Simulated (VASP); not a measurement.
Here is a VASP 6.6.1 calculation.

Contents of POSCAR:

```
SiO2
1.0
    2.6863228086     -0.0669273618      0.0000000000
   -1.2853438345      2.3598094692      0.0000000000
    0.0000000000      0.0000000000     37.2231571600
Si O
2 4
Direct
    0.5000002801      0.4999997199      0.2158335671
    0.5000002801      0.4999997199      0.3483313669
    0.1666485732      0.8333514268      0.2404588395
    0.8333511467      0.1666488533      0.1911774376
    0.8333511467      0.1666488533      0.3729874964
    0.1666485732      0.8333514268      0.3237060944
```

The input INCAR.step1:

```
SYSTEM = SiO2
  PREC = Accurate
  ENCUT = 520
  ISMEAR = 0
  SIGMA = 0.02
  LREAL = .False.
  LASPH = .True.
  NELM = 100
  LDIPOL = .True.
  IDIPOL = 3
  DIPOL = 0.5 0.5 0.282
  NBANDS = 25
  GGA = PE
  ALGO = Normal
  EDIFF = 1E-4
  LWAVE = .True.
  LCHARG = .False.
```

The input INCAR.step2:

```
SYSTEM = SiO2
  PREC = Accurate
  ENCUT = 520
  EDIFF = 1E-6
  ISMEAR = 0
  SIGMA = 0.02
  LREAL = .False.
  LASPH = .True.
  NELM = 100
  ALGO = Normal
  ISIF = 2
  LWAVE = .False.
  LCHARG = .True.
  LDIPOL = .True.
  IDIPOL = 3
  DIPOL = 0.5 0.5 0.282
  METAGGA = R2SCAN
  LMIXTAU = .True.
  LELF = .True.
  LVHAR = .True.
  LVACPOTAV = .True.
  NBANDS = 25
  ISTART = 1
```

KPOINTS

```
Automatic mesh
0
Gamma
  12 12 1
  0 0 0
```

Potentials or basis: VASP PAW PBE potentials, release 64 (Si, O).

The run is started by

```console
$ cat potpaw_PBE.64/Si/POTCAR potpaw_PBE.64/O/POTCAR > POTCAR
$ cp INCAR.step1 INCAR
$ mpirun -np 1 vasp_std > vasp.out
$ cp INCAR.step2 INCAR
$ mpirun -np 1 vasp_std > vasp.out
```

Problem. Predict the ionisation potential of the upper face.

Solution. 9.33 eV.

Problem. Predict the band gap on the k mesh.

Solution. 7.33 eV (least direct gap 7.81 eV).

Problem. Estimate the largest force.

Solution. 0.565 eV/Å.

Forces in eV/Å, atoms in the order of the input:
```
Si   0.000  0.000 -0.041
Si   0.000  0.000  0.041
O    0.001 -0.001 -0.565
O   -0.001  0.001  0.547
O   -0.001  0.001 -0.547
O    0.001 -0.001  0.565
```

Caveat: the PAW data sets were made with another functional, which shifts forces and pressure a little.
